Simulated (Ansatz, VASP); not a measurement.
One calculation of Rb, two programs

Contents of INCAR:

```
ALGO = Normal
EDIFF = 1E-6
ENCUT = 520
GGA = CA
ISIF = 2
ISMEAR = -1
LASPH = T
LCHARG = T
LELF = T
LREAL = F
LVHAR = T
LWAVE = F
NBANDS = 16
NELM = 60
PREC = Accurate
SIGMA = 0.1
```

Contents of KPOINTS:

```
k-points
0
Gamma
  9 9 5
```

File POSCAR:

```
Rb
1.0
    4.9665516149      0.0000000000      0.0000000000
   -2.4832758075      4.3011598677      0.0000000000
    0.0000000000      0.0000000000      8.1895874289
Rb
2
Direct
    0.3333333333      0.6666666667      0.2500000000
    0.6666666667      0.3333333333      0.7500000000
```

Input for Ansatz:

```yaml
crystal:
  lattice:
    - [4.9665516149, 0.0, 0.0]
    - [-2.4832758075, 4.3011598677, 0.0]
    - [0.0, 0.0, 8.1895874289]
  atoms:
    - { symbol: Rb, position: [0.3333333333, 0.6666666667, 0.25] }
    - { symbol: Rb, position: [0.6666666667, 0.3333333333, 0.75] }
hamiltonian:
  xc: lda
  pseudopotentials:
    kind: paw
    azcp:
      Rb: "pseudopotentials/Rb.paw.azcp"
basis:
  ecutwfc: 420
  fft_grid_basis: typed
kpoints:
  mp_grid: { grid: [9, 9, 5], shift: [0, 0, 0] }
magnetization:
  spin_polarized: false
scf:
  occupations: { method: fermi_dirac, width: 0.1 }
  lower_state_search: "off"
output:
  stress: true
```

Alike in both runs: task single point; functional LDA; k mesh 9 × 9 × 5; occupations fermi-dirac, width 0.1 eV; no spin polarisation.

```csv
,VASP,Ansatz
version,VASP 6.6.1,Ansatz 0.2.0
potentials or method,"VASP PAW LDA potentials, release 64 (Rb_sv), cutoff 520 eV","plane waves (420 eV) with PAW, scalar-relativistic"
valence electrons in the cell,18,18
```

```tsv
	VASP	Ansatz	Ansatz less VASP
pressure (GPa)	-0.3	-0.3	0.00
```

Ansatz warns that its potentials were made for another functional, while VASP's fit it. LDA's correlation is that of Perdew and Zunger in VASP and of Perdew and Wang (1992) in Ansatz.
